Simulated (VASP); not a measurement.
# Sn3Se (Pm-3m) in VASP: notebook

The runs below take Sn3Se through single point, with PBE.

Program: VASP 6.6.1. These are calculated values, not measurements. Logs are shortened: lines on timing, memory, paths and dates and some standing lists are left out, and cuts for length are marked.

**1. The cell of the first run**

Symmetry: Pm-3m, No. 221, cubic system. Conventional cell: a = 4.656 Å, b = 4.656 Å, c = 4.656 Å, α = 90.00°, β = 90.00°, γ = 90.00°. Within 4.3 Å of Sn (site symmetry 4/mmm) lie 8 Sn at 3.29 Å and 4 Se at 3.29 Å. Within 4.3 Å of Se (site symmetry m-3m) lie 12 Sn at 3.29 Å.

**2. Single point, PBE**

INCAR

```
PREC = Accurate
ENCUT = 520
EDIFF = 1E-7
ISMEAR = 0
SIGMA = 0.1
LREAL = F
LASPH = T
NELM = 80
ALGO = Normal
ISIF = 2
LWAVE = F
LCHARG = F
GGA = PE
NBANDS = 32
```

KPOINTS

```
regular mesh
0
Gamma
  4 4 4
```

POSCAR

```
Sn3Se
1.0
    4.6561611891      0.0000000000      0.0000000000
    0.0000000000      4.6561611891      0.0000000000
    0.0000000000      0.0000000000      4.6561611891
Sn Se
3 1
Direct
    0.0000000000      0.5000000000      0.5000000000
    0.5000000000      0.0000000000      0.5000000000
    0.5000000000      0.5000000000      0.0000000000
    0.0000000000      0.0000000000      0.0000000000
```

Potentials or basis: VASP PAW PBE potentials, release 64 (Sn_d, Se).

On the command line:

```sh
$ cat potpaw_PBE.64/Sn_d/POTCAR potpaw_PBE.64/Se/POTCAR > POTCAR
$ mpirun -np 1 vasp_std > vasp.out
```

OUTCAR:

```text
PREC = Accurate
   ENCUT = 520
   EDIFF = 1E-7
   ISMEAR = 0
   LREAL = F
   LASPH = T
   NELM = 80
   ISIF = 2
   GGA = PE

 ion  position               nearest neighbor table
   1  0.000  0.500  0.500-   2 3.29   3 3.29   3 3.29   2 3.29   2 3.29   3 3.29   3 3.29   2 3.29

   2  0.500  0.000  0.500-   1 3.29   3 3.29   3 3.29   1 3.29   3 3.29   3 3.29   1 3.29   1 3.29

   3  0.500  0.500  0.000-   1 3.29   2 3.29   1 3.29   2 3.29   2 3.29   2 3.29   1 3.29   1 3.29

   4  0.000  0.000  0.000-

  LATTYP: Found a simple cubic cell.
 ALAT       =     4.6561611891

  Lattice vectors:

 A1 = (   4.6561611891,   0.0000000000,   0.0000000000)
 A2 = (   0.0000000000,   4.6561611891,   0.0000000000)
 A3 = (   0.0000000000,   0.0000000000,   4.6561611891)

Analysis of symmetry for initial positions (statically):
=====================================================================
 Subroutine PRICEL returns:
 Original cell was already a primitive cell.

 Routine SETGRP: Setting up the symmetry group for a
 simple cubic supercell.

 Subroutine GETGRP returns: Found 48 space group operations
 (whereof 48 operations were pure point group operations)
 out of a pool of 48 trial point group operations.

The static configuration has the point symmetry O_h .

Analysis of symmetry for dynamics (positions and initial velocities):
=====================================================================
 Subroutine PRICEL returns:
 Original cell was already a primitive cell.

 Routine SETGRP: Setting up the symmetry group for a
 simple cubic supercell.

 Subroutine GETGRP returns: Found 48 space group operations
 (whereof 48 operations were pure point group operations)
 out of a pool of 48 trial point group operations.

The dynamic configuration has the point symmetry O_h .

 Subroutine INISYM returns: Found 48 space group operations
 (whereof 48 operations are pure point group operations),
 and found     1 'primitive' translations

----------------------------------------------------------------------------------------

                                     Primitive cell

  volume of cell :     100.9448

  direct lattice vectors                    reciprocal lattice vectors
     4.656161189  0.000000000  0.000000000     0.214769197  0.000000000  0.000000000
     0.000000000  4.656161189  0.000000000     0.000000000  0.214769197  0.000000000
     0.000000000  0.000000000  4.656161189     0.000000000  0.000000000  0.214769197

  length of vectors
     4.656161189  4.656161189  4.656161189     0.214769197  0.214769197  0.214769197

  position of ions in fractional coordinates (direct lattice)
     0.000000000  0.500000000  0.500000000
     0.500000000  0.000000000  0.500000000
     0.500000000  0.500000000  0.000000000
     0.000000000  0.000000000  0.000000000

  ion indices of the primitive-cell ions
   primitive index   ion index
                 1           1
                 2           2
                 3           3
                 4           4

----------------------------------------------------------------------------------------

 KPOINTS: regular mesh

Automatic generation of k-mesh.
 Grid dimensions read from file:
 generate k-points for:    4    4    4

 Generating k-lattice:

  Cartesian coordinates                     Fractional coordinates (reciprocal lattice)
     0.053692299  0.000000000  0.000000000     0.250000000  0.000000000  0.000000000
     0.000000000  0.053692299  0.000000000     0.000000000  0.250000000  0.000000000
     0.000000000  0.000000000  0.053692299     0.000000000  0.000000000  0.250000000

  Length of vectors
     0.053692299  0.053692299  0.053692299

  Shift w.r.t. Gamma in fractional coordinates (k-lattice)
     0.000000000  0.000000000  0.000000000

 Subroutine IBZKPT returns following result:
 ===========================================

 Found     10 irreducible k-points:

 Following reciprocal coordinates:
            Coordinates               Weight
  0.000000  0.000000  0.000000      1.000000
  0.250000  0.000000  0.000000      6.000000
  0.500000  0.000000  0.000000      3.000000
  0.250000  0.250000  0.000000     12.000000
  0.500000  0.250000  0.000000     12.000000
  0.500000  0.500000  0.000000      3.000000
  0.250000  0.250000  0.250000      8.000000
  0.500000  0.250000  0.250000     12.000000
  0.500000  0.500000  0.250000      6.000000
  0.500000  0.500000  0.500000      1.000000
   k-points           NKPTS =     10   k-points in BZ     NKDIM =     10   number of bands    NBANDS=     32
   number of dos      NEDOS =    301   number of ions     NIONS =      4
   total plane-waves  NPLWV =  46656
   dimension x,y,z NGX =    36 NGY =   36 NGZ =   36
   dimension x,y,z NGXF=    72 NGYF=   72 NGZF=   72
   ions per type =               3   1
   NGX,Y,Z   is equivalent  to a cutoff of  12.85, 12.85, 12.85 a.u.
   NGXF,Y,Z  is equivalent  to a cutoff of  25.71, 25.71, 25.71 a.u.
 SYSTEM =  unknown system
   PREC   = accura    normal or accurate (medium, high low for compatibility)
   ISTART =      0    job   : 0-new  1-cont  2-samecut
   ICHARG =      2    charge: 1-file 2-atom 10-const
   ISPIN  =      1    spin polarized calculation?
   LNONCOLLINEAR =      F non collinear calculations
   LSORBIT =      F    spin-orbit coupling
   LASPH  =      T    aspherical Exc in radial PAW
   ENCUT  =  520.0 eV  38.22 Ry    6.18 a.u.   8.66  8.66  8.66*2*pi/ulx,y,z
   NELM   =     80;   NELMIN=  2; NELMDL= -5     # of ELM steps
   EDIFF  = 0.1E-06   stopping-criterion for ELM
   LREAL  =      F    real-space projection
   EDIFFG = 0.1E-05   stopping-criterion for IOM
   NSW    =      0    number of steps for IOM
   IBRION =     -1    ionic relax: 0-MD 1-quasi-New 2-CG
   NFREE  =      0    steps in history (QN), initial steepest desc. (CG)
   ISIF   =      2    stress and relaxation
   ISYM   =      2    0-nonsym 1-usesym 2-fastsym
   POTIM  = 0.5000    time-step for ionic-motion
   TEBEG  =    0.0;   TEEND  =   0.0 temperature during run
   PSTRESS=    0.0 pullay stress
   NELECT =      48.0000    total number of electrons
   NUPDOWN=      -1.0000    fix difference up-down
   EMIN   =  10.00;   EMAX   =-10.00  energy-range for DOS
   EFERMI =   0.00;   METHOD = LEGACY
   ISMEAR =     0;   SIGMA  =   0.10  broadening in eV -4-tet -1-fermi 0-gaus
   EFERMI_NEDOS =   21; number of points for ismear=-14 and -15
   IALGO  =     38    algorithm
   IMIX   =      4    mixing-type and parameters
     AMIX     =   0.40;   BMIX     =  1.00
     AMIX_MAG =   1.60;   BMIX_MAG =  1.00
  volume/ion in A,a.u.               =      25.24       170.30
  Fermi-wavevector in a.u.,A,eV,Ry     =   1.277793  2.414679 22.214986  1.632755
  Thomas-Fermi vector in A             =   2.410373
   LORBIT       =      0    0 simple, 1 ext, 2 COOP (PROOUT), +10 PAW based schemes
   GGA     = PE    functional components
   LHFCALC =     F    Hartree Fock is set to
   AEXX    =    0.0000 exact exchange contribution
   IVDW    =     0    specifies the selected vdW correction
   LEPSILON=     F    determine dielectric tensor
   LRPA    =     F    only Hartree local field effects (RPA)
 non-spin polarized calculation
 Gauss-broadening in eV      SIGMA  =   0.10
  energy-cutoff  :      520.00
  volume of cell :      100.94
 maximum number of plane-waves:      2800
 NGX is ok and might be reduce to    36
   NGX = 17   NGY = 17   NGZ = 17

 number of electron      47.9999960 magnetization

 Free energy of the ion-electron system (eV)
  ---------------------------------------------------
  ext. energy  EPLUGINS =         0.00000000
  ---------------------------------------------------
  free energy    TOTEN  =       -14.84249924 eV

  energy without entropy =      -14.82703716  energy(sigma->0) =      -14.83476820

 E-fermi :   7.9038     XC(G=0): -10.4301

 val. band max:        7.8365469416   @ k =   0.0000   0.0000   0.0000
 cond. band min:       7.9096922254   @ k =   0.5000   0.5000   0.0000
 fundamental gap:      0.0731452838
 Fermi energy:         7.9038285052

 k-point     1 :       0.0000    0.0000    0.0000
  band No.  band energies     occupation
      1     -13.9649      2.00000
      2     -13.9649      2.00000
      3     -13.9649      2.00000
      4     -13.9249      2.00000
      5     -13.9249      2.00000
      6     -13.9123      2.00000
[... 24 lines left out ...]
     31      13.4676      0.00000
     32      13.5837      0.00000

 k-point     2 :       0.2500    0.0000    0.0000
  band No.  band energies     occupation
      1     -13.9584      2.00000
      2     -13.9290      2.00000
      3     -13.9290      2.00000
      4     -13.9225      2.00000
      5     -13.9041      2.00000
      6     -13.8877      2.00000
[... 24 lines left out ...]
     31      13.3344      0.00000
     32      13.4286      0.00000

 k-point     3 :       0.5000    0.0000    0.0000
  band No.  band energies     occupation
      1     -13.9510      2.00000
      2     -13.9202      2.00000
      3     -13.8735      2.00000
      4     -13.8735      2.00000
      5     -13.8718      2.00000
      6     -13.8557      2.00000
[... 24 lines left out ...]
     31      12.0631      0.00000
     32      14.6623      0.00000

 k-point     4 :       0.2500    0.2500    0.0000
  band No.  band energies     occupation
      1     -13.9320      2.00000
      2     -13.9305      2.00000
      3     -13.9127      2.00000
      4     -13.9118      2.00000
      5     -13.8797      2.00000
      6     -13.8651      2.00000
[... 164 lines left out ...]
     31      12.8981      0.00000
     32      15.7953      0.00000

 k-point     9 :       0.5000    0.5000    0.2500
  band No.  band energies     occupation
      1     -13.9219      2.00000
      2     -13.9173      2.00000
      3     -13.9173      2.00000
      4     -13.8981      2.00000
      5     -13.8738      2.00000
      6     -13.8684      2.00000
[... 24 lines left out ...]
     31      13.9488      0.00000
     32      15.8266      0.00000

 k-point    10 :       0.5000    0.5000    0.5000
  band No.  band energies     occupation
      1     -13.9391      2.00000
      2     -13.9214      2.00000
      3     -13.9214      2.00000
      4     -13.9214      2.00000
      5     -13.8873      2.00000
      6     -13.8873      2.00000
[... 24 lines left out ...]
     31      14.3755      0.00000
     32      15.1321      0.00000

------------------------ aborting loop because EDIFF is reached ----------------------------------------

  FORCE on cell =-STRESS in cart. coord.  units (eV):
  Direction    XX          YY          ZZ          XY          YZ          ZX
  --------------------------------------------------------------------------------------
  -------------------------------------------------------------------------------------
  Total        1.7667848      1.7667848      1.7667848      0.0000000      0.0000000      0.0000000
  in kB       28.0420790     28.0420790     28.0420790      0.0000000      0.0000000      0.0000000
  external PRESSURE =      28.0420790 kB  Pullay stress =       0.0000000 kB

 VOLUME and BASIS-vectors are now :
 -----------------------------------------------------------------------------
  energy-cutoff  :      520.00
  volume of cell :      100.94
      direct lattice vectors                 reciprocal lattice vectors
     4.656161189  0.000000000  0.000000000     0.214769197  0.000000000  0.000000000
     0.000000000  4.656161189  0.000000000     0.000000000  0.214769197  0.000000000
     0.000000000  0.000000000  4.656161189     0.000000000  0.000000000  0.214769197

 POSITION                                       TOTAL-FORCE (eV/Angst)
 -----------------------------------------------------------------------------------
      0.00000      2.32808      2.32808         0.000000      0.000000      0.000000
      2.32808      0.00000      2.32808         0.000000      0.000000      0.000000
      2.32808      2.32808      0.00000         0.000000      0.000000      0.000000
      0.00000      0.00000      0.00000         0.000000      0.000000      0.000000
 -----------------------------------------------------------------------------------
    total drift:                                0.000000      0.000000      0.000000

  FREE ENERGIE OF THE ION-ELECTRON SYSTEM (eV)
  ---------------------------------------------------
  free  energy   TOTEN  =       -14.8424992394 eV

  energy  without entropy=      -14.8270371642  energy(sigma->0) =      -14.83476820
```

It took 24 s on 1 thread of Intel Xeon Platinum 8124M at 3.00GHz (Skylake/Cascade Lake), shared host; peak memory 0.2 GiB.

Results:

- Free energy: -14.8425 eV
- Pressure: 2.8 GPa
- Band gap on the k mesh: zero (band 24 reaches 10.03 eV, above the bottom of band 25 at 7.46 eV)

Levels at points of the mesh, in eV from the Fermi level:
```tsv
k point	band 20	band 21	band 22	band 23	band 24	band 25	band 26	band 27	band 28	band 29
(0.00, 0.00, 0.00)	-4.59	-4.59	-4.59	-0.07	-0.07	-0.07	2.37	2.37	2.37	4.25
(0.50, 0.00, 0.00)	-3.45	-3.45	-1.99	-1.94	-1.94	-0.26	2.06	2.30	2.30	2.43
(0.50, 0.50, 0.00)	-2.73	-2.48	-2.03	-2.03	-0.60	0.01	0.01	0.04	3.35	3.35
(0.50, 0.50, 0.50)	-5.57	-5.57	-5.57	-5.03	2.13	2.13	2.13	6.19	6.19	6.47
```

Caveat: spin-orbit coupling is left out, which moves the levels of the heavy elements.

**3. Single point, PBE**

This run uses another cell than the first one, of 26.84 Å³/atom, 1.064 times its volume.

INCAR

```
SYSTEM = Sn3Se
ALGO = Normal
EDIFF = 1E-7
ENCUT = 520
GGA = PE
ISIF = 2
ISMEAR = 0
LASPH = .TRUE.
LCHARG = .TRUE.
LELF = .TRUE.
LREAL = .FALSE.
LVHAR = .TRUE.
LWAVE = .FALSE.
NBANDS = 32
NELM = 80
PREC = Accurate
SIGMA = 0.1
```

KPOINTS

```
k-points
0
G
  10 10 10
  0 0 0
```

POSCAR

```
Sn3Se
1.0
    4.7527258473      0.0000000000      0.0000000000
    0.0000000000      4.7527258473      0.0000000000
    0.0000000000      0.0000000000      4.7527258473
Sn Se
3 1
Direct
    0.0000000000      0.5000000000      0.5000000000
    0.5000000000      0.0000000000      0.5000000000
    0.5000000000      0.5000000000      0.0000000000
    0.0000000000      0.0000000000      0.0000000000
```

Potentials or basis: VASP PAW PBE potentials, release 64 (Sn_d, Se).

On the command line:

```sh
$ cat potpaw_PBE.64/Sn_d/POTCAR potpaw_PBE.64/Se/POTCAR > POTCAR
$ mpirun -np 1 vasp_std > vasp.out
```

Run time: 1.8 min. Hardware: 1 thread of Intel Xeon Platinum 8124M at 3.00GHz (Skylake/Cascade Lake), shared host; peak memory 0.31 GiB.

The run converged. Its results:

```yaml
Free_energy: -14.8381 eV
Pressure: 0.0 GPa
Band_gap_on_the_k_mesh: zero (band 24 reaches 9.12 eV, above the bottom of band 25 at 6.70 eV)
```

Levels at points of the mesh, in eV from the Fermi level:
| k point | band 22 | band 23 | band 24 | band 25 | band 26 | band 27 |
| --- | --- | --- | --- | --- | --- | --- |
| (0.00, 0.00, 0.00) | -4.30 | -0.07 | -0.07 | -0.07 | 2.25 | 2.25 |
| (0.50, 0.00, 0.00) | -1.88 | -1.78 | -1.78 | -0.14 | 1.82 | 2.10 |
| (0.50, 0.50, 0.00) | -2.04 | -2.04 | -0.68 | 0.07 | 0.07 | 0.07 |
| (0.50, 0.50, 0.50) | -5.21 | -4.70 | 1.94 | 1.94 | 1.94 | 5.80 |

Caveat: spin-orbit coupling is left out, which moves the levels of the heavy elements.

**4. Single point, PBE**

This run uses another cell than the first one, of 26.84 Å³/atom, 1.064 times its volume.

INCAR

```
PREC = Accurate
ENCUT = 520
EDIFF = 1E-7
ISMEAR = 0
SIGMA = 0.1
LREAL = False
LASPH = True
NELM = 80
ALGO = Normal
ISIF = 2
LWAVE = False
LCHARG = False
GGA = PE
NBANDS = 32
```

KPOINTS

```
regular mesh
0
Gamma
  10 10 10
```

POSCAR is that of step 3.

On the command line:

```sh
$ cat potpaw_PBE.64/Sn_d/POTCAR potpaw_PBE.64/Se/POTCAR > POTCAR
$ mpirun -np 1 vasp_std > vasp.out
```

It took 1.7 min on 1 thread of Intel Xeon Platinum 8124M at 3.00GHz (Skylake/Cascade Lake), shared host; peak memory 0.3 GiB.

The run converged. Its results:

| Quantity | Value |
| --- | --- |
| Free energy | -14.8381 eV |
| Pressure | 0.0 GPa |
| Band gap on the k mesh | zero (band 24 reaches 9.12 eV, above the bottom of band 25 at 6.70 eV) |

Levels at points of the mesh, in eV from the Fermi level:
| k point | band 22 | band 23 | band 24 | band 25 | band 26 | band 27 |
| --- | --- | --- | --- | --- | --- | --- |
| (0.00, 0.00, 0.00) | -4.30 | -0.07 | -0.07 | -0.07 | 2.25 | 2.25 |
| (0.50, 0.00, 0.00) | -1.88 | -1.78 | -1.78 | -0.14 | 1.82 | 2.10 |
| (0.50, 0.50, 0.00) | -2.04 | -2.04 | -0.68 | 0.07 | 0.07 | 0.07 |
| (0.50, 0.50, 0.50) | -5.21 | -4.70 | 1.94 | 1.94 | 1.94 | 5.80 |

Caveat: spin-orbit coupling is left out, which moves the levels of the heavy elements.
